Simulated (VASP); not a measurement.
Set up this calculation in VASP 6.6.1, as the native input.

| Property | Result |
| --- | --- |
| Task | electric field gradients |
| Functional | r2SCAN |
| Potentials or basis | VASP PAW PBE potentials, release 64 (Li_sv, F) |
| Cutoff | 520 eV |
| k mesh | 10 × 10 × 10 |
| Occupations | fermi-dirac, width 0.03 eV |
| Spin | no spin polarisation |
| Dipole correction | no |
| Further INCAR settings | ALGO = Normal; EDIFF = 1e-08; NBANDS = 12 |

Crystal: LiF.

```
Li F
1.0
     0.00000    2.01400    2.01400
     2.01400    0.00000    2.01400
     2.01400    2.01400    0.00000
Li F
1 1
Direct
  0.00000 0.00000 0.00000
  0.50000 0.50000 0.50000
```

The input as run:

POSCAR

```
LiF
1.0
    0.0000000000      2.0140000000      2.0140000000
    2.0140000000      0.0000000000      2.0140000000
    2.0140000000      2.0140000000      0.0000000000
Li F
1 1
Direct
    0.0000000000      0.0000000000      0.0000000000
    0.5000000000      0.5000000000      0.5000000000
```

INCAR.step1

```
SYSTEM = LiF
PREC = Accurate ; ENCUT = 520
ISMEAR = -1 ; SIGMA = 0.03
LREAL = .False. ; LASPH = .True.
NELM = 60 ; NBANDS = 12
GGA = PE ; ALGO = Normal
EDIFF = 1E-4 ; LWAVE = .True.
LCHARG = .False.
```

INCAR.step2

```
SYSTEM = LiF
PREC = Accurate ; ENCUT = 520
EDIFF = 1E-8 ; ISMEAR = -1
SIGMA = 0.03 ; LREAL = .False.
LASPH = .True. ; NELM = 60
ALGO = Normal ; ISIF = 2
LWAVE = .False. ; LCHARG = .False.
METAGGA = R2SCAN ; LMIXTAU = .True.
LEFG = .True. ; NBANDS = 12
ISTART = 1
```

KPOINTS

```
regular mesh
0
Gamma
  10 10 10
  0 0 0
```

Potentials or basis: VASP PAW PBE potentials, release 64 (Li_sv, F).

Run with:

```console
$ cat potpaw_PBE.64/Li_sv/POTCAR potpaw_PBE.64/F/POTCAR > POTCAR
$ cp INCAR.step1 INCAR
$ mpirun -np 1 vasp_std > vasp.out
$ cp INCAR.step2 INCAR
$ mpirun -np 1 vasp_std > vasp.out
```

Results of the run:

```json
{"Band gap on the k mesh": "10.27 eV, direct"}
```

Caveat: without QUAD_EFG the Cq values of the log hold for a quadrupole moment of 1 mb, not for the nuclei.

It took 36 s on 1 thread of Intel Xeon 6975P-C (shared host), peak memory 0.14 GiB.
